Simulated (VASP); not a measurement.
A run of VASP 6.6.1 is set up as follows.

The input INCAR:

```
ALGO = Normal
EDIFF = 1E-6
ENCUT = 520
GGA = PE
ISIF = 2
ISMEAR = 0
LASPH = T
LCHARG = T
LELF = T
LREAL = F
LVHAR = T
LWAVE = F
NBANDS = 38
NELM = 60
PREC = Accurate
SIGMA = 0.013000000000000001
```

The input KPOINTS:

```
k-points
0
Gamma
  7 7 4
```

Contents of POSCAR:

```
TaSi2
1.0
    4.7800000000      0.0000000000      0.0000000000
   -2.3900000000      4.1396014301      0.0000000000
    0.0000000000      0.0000000000      6.5640000000
Ta Si
3 6
Direct
    0.0000000000      0.5000000000      0.1666666667
    0.5000000000      0.5000000000      0.8333333333
    0.5000000000      0.0000000000      0.5000000000
    0.3333000000      0.1666500000      0.1666666667
    0.1666500000      0.8333500000      0.8333333333
    0.8333500000      0.6667000000      0.5000000000
    0.6667000000      0.8333500000      0.1666666667
    0.8333500000      0.1666500000      0.8333333333
    0.1666500000      0.3333000000      0.5000000000
```

Potentials or basis: VASP PAW PBE potentials, release 64 (Ta_pv, Si).

Command:

```bash
$ cat potpaw_PBE.64/Ta_pv/POTCAR potpaw_PBE.64/Si/POTCAR > POTCAR
$ mpirun -np 1 vasp_std > vasp.out
```

Q: Estimate the largest force.

A: 0.818 eV/Å.

Q: Estimate the pressure.

A: 3.6 GPa.

Stress tensor (GPa, compression positive):
```
2.70 0.00 0.00
0.00 2.70 0.00
0.00 0.00 5.35
```
